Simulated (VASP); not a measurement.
# Al13Ga3N16 (P1) in VASP: further runs

Al13Ga3N16 is run at these levels: PBEsol; tasks: single point.

Program: VASP 6.6.1. These are calculated values, not measurements. Logs are shortened: lines on timing, memory, paths and dates and some standing lists are left out, and cuts for length are marked.

## (1) The cell of the first run

The typed cell holds 96 atoms: a = 9.381 Å, b = 10.832 Å, c = 10.044 Å, α = 90.00°, β = 90.00°, γ = 90.00°.

## (2) Single point, PBEsol

INCAR reads:

```
PREC = Accurate ; ENCUT = 700
EDIFF = 1E-6 ; ISMEAR = -1
SIGMA = 0.05 ; LREAL = Auto
LASPH = T ; NELM = 120
ALGO = Normal ; ISIF = 2
LWAVE = F ; LCHARG = T
GGA = PS ; LELF = T
LVHAR = T ; NBANDS = 291
ISYM = -1 ; GGA_COMPAT = F
```

KPOINTS reads:

```
explicit points
1
Reciprocal
  0.25000000   0.25000000   0.25000000 1
```

POSCAR reads:

```
Al13Ga3N16
1.0
    9.3807380000      0.0000000000      0.0000000000
    0.0000000000     10.8319430000      0.0000000000
    0.0000000000      0.0000000000     10.0438510000
Al Ga N
39 9 48
Direct
    0.1655670000      0.0818880000      0.2467170000
    0.1682530000      0.0819370000      0.7473700000
    0.9990790000      0.3301190000      0.2503560000
    0.9979680000      0.3325370000      0.7493740000
    0.5017950000      0.0841180000      0.2509050000
    0.3335780000      0.3328560000      0.2464830000
    0.3362760000      0.3329380000      0.7491270000
    0.1643250000      0.5805090000      0.7526880000
    0.0020100000      0.8339220000      0.7492980000
    0.8350970000      0.0829340000      0.7460140000
    0.6695370000      0.3335280000      0.2503740000
    0.6656550000      0.3316250000      0.7481810000
    0.4985830000      0.5819360000      0.2482050000
    0.5037290000      0.5845030000      0.7518370000
    0.3323680000      0.8336660000      0.2471990000
    0.8329950000      0.5791760000      0.2480130000
    0.8302220000      0.5816410000      0.7490960000
    0.6648600000      0.8348950000      0.2458160000
    0.6635220000      0.8330930000      0.7473950000
    0.0009780000      0.1642380000      0.0002000000
    0.3327180000      0.1648140000      0.4988100000
    0.3313240000      0.1678460000      0.9987600000
    0.1668090000      0.4121900000      0.4990440000
    0.1666490000      0.4204930000      0.9960570000
    0.0023460000      0.6673970000      0.4995700000
    0.0004740000      0.6656830000      0.0000660000
    0.6688760000      0.1690930000      0.4997280000
    0.6686090000      0.1647010000      0.9999610000
    0.5007490000      0.4184700000      0.5007880000
    0.5019650000      0.4162270000      0.9974510000
    0.3356740000      0.6666720000      0.4998870000
    0.3362680000      0.6660630000      0.9984500000
    0.1646540000      0.9145780000      0.5029430000
    0.1675930000      0.9154130000      0.9994660000
    0.8349100000      0.4172750000      0.0010080000
    0.6701960000      0.6658800000      0.5001510000
    0.6675650000      0.6682980000      0.9983680000
    0.5003700000      0.9180620000      0.4986310000
    0.8333450000      0.9158800000      0.9974520000
    0.5013840000      0.0838520000      0.7517040000
    0.1677490000      0.5825680000      0.2484070000
    0.9992840000      0.8321300000      0.2482940000
    0.8283640000      0.0855880000      0.2480360000
    0.3310480000      0.8330000000      0.7504690000
    0.9986630000      0.1682090000      0.5001410000
    0.8321200000      0.4190220000      0.4964410000
    0.5002770000      0.9187730000      0.0001070000
    0.8315850000      0.9185650000      0.4994150000
    0.9994640000      0.1660900000      0.1897010000
    0.0007890000      0.1672030000      0.6883380000
    0.3344680000      0.1710440000      0.1895200000
    0.3330850000      0.1631900000      0.6899780000
    0.1666400000      0.4165320000      0.1854990000
    0.1675480000      0.4152970000      0.6876090000
    0.9979230000      0.6700880000      0.1868770000
    0.0022580000      0.6634760000      0.6911080000
    0.6653260000      0.1652180000      0.1900260000
    0.6636040000      0.1658570000      0.6895620000
    0.4995090000      0.4160140000      0.1877830000
    0.4961840000      0.4193940000      0.6901850000
    0.3356390000      0.6692420000      0.1907070000
    0.3327290000      0.6667570000      0.6867970000
    0.1652150000      0.9164680000      0.1870090000
    0.1650000000      0.9136880000      0.6907990000
    0.8315500000      0.4200380000      0.1875130000
    0.8271300000      0.4156620000      0.6913880000
    0.6668350000      0.6640180000      0.1919710000
    0.6719270000      0.6674400000      0.6875690000
    0.4969160000      0.9172860000      0.1906100000
    0.4955340000      0.9142970000      0.6881760000
    0.8377060000      0.9185370000      0.1895730000
    0.8363620000      0.9173840000      0.6892060000
    0.1658960000      0.0868790000      0.4374890000
    0.1715260000      0.0819620000      0.9384350000
    0.9996300000      0.3349240000      0.4366430000
    0.0009290000      0.3302070000      0.9373020000
    0.4941200000      0.0856100000      0.4357200000
    0.5007240000      0.0820860000      0.9379880000
    0.3346720000      0.3305890000      0.4407550000
    0.3345980000      0.3320010000      0.9410310000
    0.1642760000      0.5833840000      0.4380800000
    0.1666660000      0.5792940000      0.9420070000
    0.9996070000      0.8329280000      0.4377230000
    0.9978450000      0.8333480000      0.9402330000
    0.8342410000      0.0841650000      0.4397820000
    0.8333420000      0.0830850000      0.9400620000
    0.6695190000      0.3304820000      0.4416150000
    0.6664940000      0.3336870000      0.9406580000
    0.4973620000      0.5787300000      0.4387810000
    0.4983350000      0.5836930000      0.9392070000
    0.3354470000      0.8334260000      0.4400020000
    0.3307290000      0.8331550000      0.9358730000
    0.8338990000      0.5827520000      0.4423850000
    0.8333350000      0.5838610000      0.9392040000
    0.6670750000      0.8340100000      0.4400890000
    0.6689440000      0.8341520000      0.9401930000
```

Potentials or basis: VASP PAW PBE potentials, release 64 (Al, Ga_d, N).

Launch:

```
$ cat potpaw_PBE.64/Al/POTCAR potpaw_PBE.64/Ga_d/POTCAR potpaw_PBE.64/N/POTCAR > POTCAR
$ mpirun -np 1 vasp_std > vasp.out
```

OUTCAR:

```text
PREC = Accurate
   ENCUT = 700
   EDIFF = 1E-6
   ISMEAR = -1
   LREAL = Auto
   LASPH = T
   NELM = 120
   ISIF = 2
   GGA = PS
   ISYM = -1

 ion  position               nearest neighbor table
   1  0.166  0.082  0.247-  63 1.89  49 1.89  73 1.92  51 1.94  20 3.05  34 3.07  22 3.08   3 3.11
                            21 3.11  15 3.11  42 3.12  45 3.13   6 3.14  33 3.15   5 3.15
   2  0.168  0.082  0.747-  52 1.87  64 1.91  50 1.92  74 1.92  33 3.05  21 3.07  45 3.09  22 3.10
                            44 3.10   9 3.11  34 3.11  20 3.12  10 3.13  40 3.13   7 3.14   4 3.15
   3  0.999  0.330  0.250-  75 1.87  49 1.88  53 1.94  65 1.95  45 3.06  46 3.08  23 3.08  35 3.09
                            20 3.09  11 3.09  43 3.10   1 3.11  16 3.12   6 3.14  24 3.15
   4  0.998  0.333  0.749-  76 1.89  50 1.89  66 1.93  54 1.93  45 3.07  24 3.09  35 3.09  23 3.09
                            10 3.11   8 3.11  20 3.11  12 3.12  46 3.12  17 3.12   2 3.15   7 3.17
   5  0.502  0.084  0.251-  77 1.86  57 1.87  69 1.91  51 1.93  43 3.06  38 3.07  21 3.08  27 3.09
                            47 3.09  28 3.09  18 3.10   6 3.12  11 3.13  22 3.13  15 3.14   1 3.15
   6  0.334  0.333  0.246-  51 1.84  59 1.89  53 1.91  79 1.95  22 3.06  30 3.09  23 3.10  13 3.11
                            24 3.11  21 3.12  41 3.12   5 3.12  29 3.14   3 3.14   1 3.14  11 3.15
   7  0.336  0.333  0.749-  60 1.86  54 1.92  80 1.93  52 1.93  30 3.07  29 3.08  22 3.08  12 3.09
                            23 3.09  24 3.10  21 3.10  40 3.11   8 3.13   2 3.14  14 3.15   4 3.17
   8  0.164  0.581  0.753-  56 1.87  82 1.90  54 1.91  62 1.95  24 3.00  26 3.06  32 3.09   4 3.11
                            25 3.11   7 3.13  23 3.13  17 3.13   9 3.14  31 3.15  14 3.18
   9  0.002  0.834  0.749-  64 1.85  72 1.90  84 1.92  56 1.94  33 3.04  39 3.08  34 3.08  44 3.09
[... 55 lines left out ...]
  37  0.668  0.668  0.998-  96 1.89  94 1.90  90 1.93  67 1.95  14 3.05  18 3.07  17 3.08  19 3.09
                            39 3.10  16 3.10  32 3.11  13 3.11  26 3.12  47 3.13  35 3.14  30 3.14
  38  0.500  0.918  0.499-  91 1.89  95 1.90  70 1.90  77 1.92   5 3.07  19 3.07  21 3.10  18 3.10
                            48 3.11  40 3.11  15 3.11  44 3.13  31 3.13  27 3.15  33 3.15  36 3.16
  39  0.833  0.916  0.997-  96 1.87  84 1.87  86 1.90  71 1.93  18 3.08   9 3.08  42 3.10  37 3.10
                            19 3.11  10 3.11  28 3.11  20 3.12  43 3.12  47 3.12  26 3.13  34 3.14
  40  0.501  0.084  0.752-  58 1.87  78 1.87  52 1.90  70 1.95  28 3.07  22 3.09  12 3.09   7 3.11
                            38 3.11  19 3.11  21 3.12  27 3.12   2 3.13  10 3.13
  41  0.168  0.583  0.248-  81 1.91  53 1.91  61 1.92  55 1.95  26 3.08  24 3.08  25 3.10  32 3.10
                            13 3.10  31 3.11   6 3.12  23 3.12  15 3.13  16 3.14
  42  0.999  0.832  0.248-  55 1.86  71 1.88  83 1.90  63 1.91  26 3.08  34 3.09  25 3.09  39 3.10
                            33 3.12   1 3.12  15 3.12  18 3.14
  43  0.828  0.086  0.248-  57 1.85  71 1.90  49 1.92  85 1.93  28 3.03   5 3.06  11 3.07  27 3.07
                            20 3.09   3 3.10  39 3.12  18 3.12
  44  0.331  0.833  0.750-  92 1.86  70 1.88  64 1.88  62 1.91  33 3.07  34 3.07  32 3.08   9 3.09
                            31 3.10   2 3.10  19 3.12  38 3.13  14 3.14
  45  0.999  0.168  0.500-  50 1.89  85 1.89  73 1.91  75 1.92  10 3.05   3 3.06   4 3.07  23 3.08
                             2 3.09  27 3.09   1 3.13  21 3.13
  46  0.832  0.419  0.496-  93 1.85  87 1.88  75 1.91  66 1.96  16 3.04  11 3.05  36 3.08   3 3.08
                            17 3.09  29 3.11  27 3.11  12 3.12   4 3.12  25 3.13  23 3.14
[... 320 lines left out ...]
   LORBIT       =      0    0 simple, 1 ext, 2 COOP (PROOUT), +10 PAW based schemes
   GGA     = PS    functional components
   LHFCALC =     F    Hartree Fock is set to
   AEXX    =    0.0000 exact exchange contribution
   IVDW    =     0    specifies the selected vdW correction
   LEPSILON=     F    determine dielectric tensor
   LRPA    =     F    only Hartree local field effects (RPA)
 non-spin polarized calculation
  energy-cutoff  :      700.00
  volume of cell :     1020.57
 maximum number of plane-waves:     42898
 NGX is ok and might be reduce to    80
   NGX = 41   NGY = 47   NGZ = 43

 number of electron     473.9999995 magnetization

 Free energy of the ion-electron system (eV)
  ---------------------------------------------------
  ext. energy  EPLUGINS =         0.00000000
  ---------------------------------------------------
  free energy    TOTEN  =      -726.83848680 eV

  energy without entropy =     -726.83848680  energy(sigma->0) =     -726.83848680

 E-fermi :   7.0499     XC(G=0): -11.2665

 val. band max:        5.7512484698   @ k =   0.2500   0.2500   0.2500
 cond. band min:      10.3278388596   @ k =   0.2500   0.2500   0.2500
 fundamental gap:      4.5765903898
 Fermi energy:         7.0499235981

 k-point     1 :       0.2500    0.2500    0.2500
  band No.  band energies     occupation
      1      -9.3551      2.00000
      2      -9.0576      2.00000
      3      -8.9608      2.00000
      4      -8.8277      2.00000
      5      -8.6987      2.00000
      6      -8.6287      2.00000
[... 241 lines left out ...]
    248      11.4577      0.00000
    249      11.5012      0.00000
 [bands above 249 left out]

------------------------ aborting loop because EDIFF is reached ----------------------------------------

  FORCE on cell =-STRESS in cart. coord.  units (eV):
  Direction    XX          YY          ZZ          XY          YZ          ZX
  --------------------------------------------------------------------------------------
  -------------------------------------------------------------------------------------
  Total       -2.2323088      4.8686703      6.4208501     -0.1663755     -0.4318822     -1.0287418
  in kB       -3.5044609      7.6432367     10.0799756     -0.2611899     -0.6780040     -1.6150029
  external PRESSURE =       4.7395838 kB  Pullay stress =       0.0000000 kB

 VOLUME and BASIS-vectors are now :
 -----------------------------------------------------------------------------
  energy-cutoff  :      700.00
  volume of cell :     1020.57
      direct lattice vectors                 reciprocal lattice vectors
     9.380738000  0.000000000  0.000000000     0.106601421  0.000000000  0.000000000
     0.000000000 10.831943000  0.000000000     0.000000000  0.092319540  0.000000000
     0.000000000  0.000000000 10.043851000     0.000000000  0.000000000  0.099563405

 POSITION                                       TOTAL-FORCE (eV/Angst)
 -----------------------------------------------------------------------------------
      1.55314      0.88701      2.47799         0.348099      0.347198      0.326592
      1.57834      0.88754      7.50647        -0.206768      0.027696      0.284622
      9.37210      3.57583      2.51454         0.357026      0.709033     -0.696854
      9.36168      3.60202      7.52660         0.156181      0.226005     -0.176759
      4.70721      0.91116      2.52005        -0.911461      0.115736     -0.410277
      3.12921      3.60548      2.47564        -0.078023      0.428410      0.484923
[... 88 lines left out ...]
      6.25766      9.03395      4.42019        -0.866056     -0.523081     -0.585694
      6.27519      9.03549      9.44316        -0.006336     -0.530326     -0.554184
 -----------------------------------------------------------------------------------
    total drift:                               -0.023020      0.010374     -0.001592

  FREE ENERGIE OF THE ION-ELECTRON SYSTEM (eV)
  ---------------------------------------------------
  free  energy   TOTEN  =      -726.8384868033 eV

  energy  without entropy=     -726.8384868032  energy(sigma->0) =     -726.83848680
```

Run time: 36 min. Hardware: 1 thread of AMD EPYC 7R32 (Zen 2), shared host; peak memory 1.4 GiB.

Results:

| Item | Value |
| --- | --- |
| Free energy | -726.8385 eV |
| Pressure | 0.5 GPa |
| Largest force | 2.040 eV/Å |
| Band gap on the k mesh | 4.58 eV |

Forces in eV/Å, atoms in the order of the input:
```
Al   0.348  0.347  0.327
Al  -0.207  0.028  0.285
Al   0.357  0.709 -0.697
Al   0.156  0.226 -0.177
Al  -0.911  0.116 -0.410
Al  -0.078  0.428  0.485
Al  -0.723 -0.298  0.054
Al   0.658  0.162 -0.723
Al  -0.574 -0.746  0.287
Al  -0.268  0.145  0.576
Al  -0.784  0.029 -0.267
Al  -0.447  0.216  0.410
Al   0.213 -0.033  0.195
Al  -0.672  0.189 -0.751
Al  -0.231  0.146  0.691
Al   0.204  1.415  0.446
Al   0.928  0.112  0.093
Al   0.558 -0.385  0.485
Al   0.519  0.329  0.073
Al   0.177  0.126 -0.331
Al  -0.220  0.366  0.061
Al   0.591 -0.147  0.216
Al   0.295  0.854 -0.201
Al   0.082 -1.794  0.450
Al  -0.173 -0.216  0.157
Al  -0.128  0.327 -0.384
Al  -0.712 -0.898 -0.043
Al  -0.326  0.413 -0.267
Al  -0.341 -0.835 -0.192
Al  -0.312 -0.100  0.287
Al  -0.533 -0.143 -0.352
Al  -0.642  0.251  0.219
Al   0.398  0.456 -0.904
Al  -0.388  0.139 -0.284
Al  -0.108 -0.249 -0.808
Al  -0.750  0.164 -0.632
Al  -0.046 -0.359  0.442
Al  -0.246  0.007 -0.136
Al   0.319  0.333  0.371
Ga  -0.511 -0.700 -0.523
Ga  -0.312  0.222 -0.002
Ga   0.161  0.424  0.237
Ga   1.092 -0.655  0.367
Ga   0.155 -0.421 -0.607
Ga   0.380 -0.044 -0.414
Ga   0.417 -0.498  0.884
Ga  -0.295 -0.537 -0.169
Ga   0.465 -0.368 -0.170
N    0.490  0.376 -0.434
N   -0.050 -0.165  1.149
N   -0.182 -1.246 -0.313
N   -0.471  0.921 -0.420
N   -0.267 -0.859  0.151
N   -0.307 -0.196  0.494
N   -0.426 -1.616 -0.201
N   -0.531  0.441 -0.031
N   -0.793  1.071 -0.539
N    1.449  0.465 -0.505
N    0.385  0.021  0.216
N    0.928 -0.333  0.107
N    0.384 -0.037 -0.809
N    0.171 -1.123  0.612
N    1.031  0.358 -0.046
N   -0.632  1.082 -0.501
N    0.474 -1.286  0.438
N    0.807 -0.046  0.320
N   -0.098  0.551 -0.455
N   -0.891 -0.009  0.431
N    0.438  0.172  0.569
N    1.410  0.191 -0.416
N   -1.807 -0.446 -0.836
N   -0.564 -0.196  1.007
N    0.444 -1.330  0.016
N   -0.821 -0.074  0.042
N    0.400  0.150 -0.130
N   -0.141  0.466  0.464
N    1.427 -0.418  0.775
N   -0.012  1.264  1.273
N    0.003  0.437 -0.266
N   -0.075  0.492 -0.519
N    0.542 -0.312  1.027
N    0.164  1.451 -0.430
N    0.570 -0.263  1.063
N    0.551 -0.189 -0.269
N   -1.091  0.551  0.189
N    0.161 -0.089 -0.401
N   -1.122  0.369 -0.758
N    0.310 -0.326 -0.181
N    0.783  0.943  0.040
N    0.701  0.057  0.091
N   -0.463  0.054 -0.232
N   -0.047 -0.581  1.655
N    0.167  1.233 -1.014
N   -0.066 -0.174  0.065
N   -0.866 -0.523 -0.586
N   -0.006 -0.530 -0.554
```

Levels at points of the mesh, in eV from the valence-band top:
| k point | band 235 | band 236 | band 237 | band 238 | band 239 | band 240 |
| --- | --- | --- | --- | --- | --- | --- |
| (0.25, 0.25, 0.25) | -0.17 | -0.02 | 0.00 | 4.58 | 5.03 | 5.13 |

Caveat: the PAW data sets were made with another functional, which shifts forces and pressure a little; a shifted mesh leaves out Γ, where band edges can lie.

(Continued in part 2 of 2.)
